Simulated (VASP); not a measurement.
A run of VASP 6.6.1 is set up as follows.

Contents of INCAR:

```
SYSTEM = Hf5O9
PREC = Accurate
ENCUT = 520
EDIFF = 1E-6
ISMEAR = 0
SIGMA = 0.05
LREAL = .FALSE.
LASPH = .TRUE.
NELM = 60
ALGO = Normal
ISIF = 2
LWAVE = .FALSE.
LCHARG = .FALSE.
GGA = PE
NELECT = 102.0
NBANDS = 65
```

File KPOINTS:

```
Automatic mesh
0
G
  4 4 4
  0 0 0
```

File POSCAR:

```
Hf5O9
1.0
   -5.0981362878      0.0000000000      0.0000000000
   -2.5490681439      5.0981362878     -2.5490681439
   -2.5490681439     -2.5490681439     -5.0981362878
Hf O
5 9
Direct
    0.8000000000      0.8000000000      0.6000000000
    0.6000000000      0.6000000000      0.2000000000
    0.4000000000      0.4000000000      0.8000000000
    0.2000000000      0.2000000000      0.4000000000
    1.0000000000      0.0000000000      1.0000000000
    0.0500000000      0.3000000000      0.1000000000
    0.8500000000      0.1000000000      0.7000000000
    0.6500000000      0.9000000000      0.3000000000
    0.4500000000      0.7000000000      0.9000000000
    0.9500000000      0.7000000000      0.9000000000
    0.7500000000      0.5000000000      0.5000000000
    0.5500000000      0.3000000000      0.1000000000
    0.3000000000      0.3000000000      0.6000000000
    0.1500000000      0.9000000000      0.3000000000
```

Potentials or basis: VASP PAW PBE potentials, release 64 (Hf_pv, O).

Command:

```console
$ cat potpaw_PBE.64/Hf_pv/POTCAR potpaw_PBE.64/O/POTCAR > POTCAR
$ mpirun -np 1 vasp_std > vasp.out
```

Q: What does it give for the largest force?

A: 8.753 eV/Å.

Forces in eV/Å, atoms in the order of the input:
```
Hf   0.000  0.000  0.000
Hf  -1.842  1.134  2.387
Hf  -5.886 -0.297 -6.472
Hf   5.886  0.297  6.472
Hf   1.842 -1.134 -2.387
O    0.125 -0.273  1.455
O    0.164 -0.862  0.095
O   -0.443 -0.258 -1.030
O   -0.207  2.623  0.032
O    0.443  0.258  1.030
O   -0.164  0.862 -0.095
O   -0.125  0.273 -1.455
O    0.000  0.000  0.000
O    0.207 -2.623 -0.032
```

Caveat: the cell carries a net charge on a neutralising background, which shifts energy and pressure; the cell differs from its parent crystal (atom 13 moved 0.500 of the way to it and +0.000 Å across, host rigid).
